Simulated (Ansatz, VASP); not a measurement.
Two plane-wave programs on SiO3

File INCAR:

```
SYSTEM = SiO3
PREC     = Accurate       ! precision mode
ENCUT    = 520            ! plane-wave cutoff, eV
EDIFF    = 1E-7           ! SCF threshold, eV
ISMEAR   = 0              ! smearing method
SIGMA    = 0.1            ! smearing width, eV
LREAL    = .FALSE.        ! projectors in reciprocal space
LASPH    = .TRUE.         ! aspherical terms in the spheres
NELM     = 150            ! most SCF steps
ALGO     = Normal         ! electronic algorithm
ISIF     = 2              ! what is computed and relaxed
LWAVE    = .FALSE.        ! write WAVECAR
LCHARG   = .FALSE.        ! write CHGCAR
ISPIN    = 2              ! spin polarisation
MAGMOM   = 0 0 1 1 1 1 1 1 ! initial moments
LORBIT   = 11             ! projections on sites
GGA      = PE             ! functional
NBANDS   = 36             ! bands
```

The input KPOINTS:

```
regular mesh
0
G
  6 6 6
  0 0 0
```

File POSCAR:

```
SiO3
1.0
   -3.3402216300      3.3402216300      1.8233883400
    3.3402216300     -3.3402216300      1.8233883400
    3.3402216300      3.3402216300     -1.8233883400
Si O
2 6
Direct
    0.0000000000      0.0000000000      0.0000000000
    0.7500000000      0.2500000000      0.5000000000
    0.5000000000      0.5000000000      0.0000000000
    0.8750000000      0.6250000000      0.7500000000
    0.8750000000      0.1250000000      0.2500000000
    0.8750000000      0.1250000000      0.7500000000
    0.3750000000      0.1250000000      0.2500000000
    0.2500000000      0.7500000000      0.5000000000
```

Input for Ansatz:

```yaml
crystal:
  lattice:
    - [-3.34022163, 3.34022163, 1.82338834]
    - [3.34022163, -3.34022163, 1.82338834]
    - [3.34022163, 3.34022163, -1.82338834]
  atoms:
    - { symbol: Si, position: [0.0, 0.0, 0.0] }
    - { symbol: Si, position: [0.75, 0.25, 0.5] }
    - { symbol: O, position: [0.5, 0.5, 0.0], spin: 1.0 }
    - { symbol: O, position: [0.875, 0.625, 0.75], spin: 1.0 }
    - { symbol: O, position: [0.875, 0.125, 0.25], spin: 1.0 }
    - { symbol: O, position: [0.875, 0.125, 0.75], spin: 1.0 }
    - { symbol: O, position: [0.375, 0.125, 0.25], spin: 1.0 }
    - { symbol: O, position: [0.25, 0.75, 0.5], spin: 1.0 }
basis:
  ecutwfc: 420
kpoints:
  mp_grid: { grid: [6, 6, 6] }
hamiltonian:
  xc: pbe
scf:
  occupations: { method: gaussian, width: 0.1 }
  lower_state_search: "off"
output:
  forces: true
  stress: true
  eigenvalues: true
  populations: true
magnetization:
  spin_polarized: true
```

Alike in both runs: task single point; functional PBE; k mesh 6 × 6 × 6; occupations gaussian, width 0.1 eV; collinear spin.

|  | VASP | Ansatz |
| --- | --- | --- |
| version | VASP 6.6.1 | Ansatz 0.2.0 |
| potentials or method | VASP PAW PBE potentials, release 64 (Si, O), cutoff 520 eV | scalar-relativistic, plane waves, PAW |
| valence electrons in the cell | 44 | 44 |

Ansatz gave:

* gap on the k mesh at the Fermi level (eV): none
* pressure (GPa): 2.1
* traceless stress, the component that is largest in VASP (GPa): -6.07
* net moment per atom (μB): 0.41
* size of the moment on the site where the two differ most (μB): 0.40

Task: Which values does VASP return?

Result: gap on the k mesh at the Fermi level (eV): none; pressure (GPa): 2.1; traceless stress, the component that is largest in VASP (GPa): -6.04; net moment per atom (μB): 0.41; size of the moment on the site where the two differ most (μB): 0.42.

Site moments also hang on the region over which each program counts them. A gap of «none» marks a metal or a gap that the smearing closes. With one functional, cell and mesh, what is left measures potentials, basis and numerics.
